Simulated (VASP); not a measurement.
**Ca: single point with PBE**

The system is Ca, a slab with vacuum.

```
Ca
1.0
     3.90706    0.00000    0.00000
    -1.95353    3.38361    0.00000
     0.00000    0.00000   21.60870
Ca
5
Direct
  0.83333 0.16667 0.20825
  0.16667 0.83333 0.35231
  0.50000 0.50000 0.50000
  0.83333 0.16667 0.64769
  0.16667 0.83333 0.79175
```

* Program: VASP 6.6.1
* Task: single point
* Functional: PBE
* Potentials or basis: VASP PAW PBE potentials, release 64 (Ca_sv)
* Cutoff: 520 eV
* k mesh: 11 × 11 × 1
* Occupations: fermi-dirac, width 0.1 eV
* Spin: no spin polarisation
* Dipole correction: yes
* Further INCAR settings: ALGO = Normal; EDIFF = 1e-06; NBANDS = 33

```
Largest force          : 0.003 eV/Å
Band gap on the k mesh : zero (bands 25 and 26 overlap by 0.24 eV)
```

Forces on the atoms (eV/Å):
```
Ca   0.000  0.000 -0.003
Ca   0.000  0.000  0.003
Ca   0.000  0.000  0.000
Ca   0.000  0.000 -0.003
Ca   0.000  0.000  0.003
```

Levels at points of the mesh, in eV from the Fermi level:
```tsv
k point	band 21	band 22	band 23	band 24	band 25	band 26	band 27	band 28	band 29	band 30
(0.00, 0.00, 0.00)	-3.94	-3.61	-3.02	-2.25	-1.47	-0.04	0.23	0.83	1.21	1.82
```

Run time: 5.7 min on 1 thread of Oxide Virtual Turin-like Processor, on a shared host, peak memory 0.4 GiB.
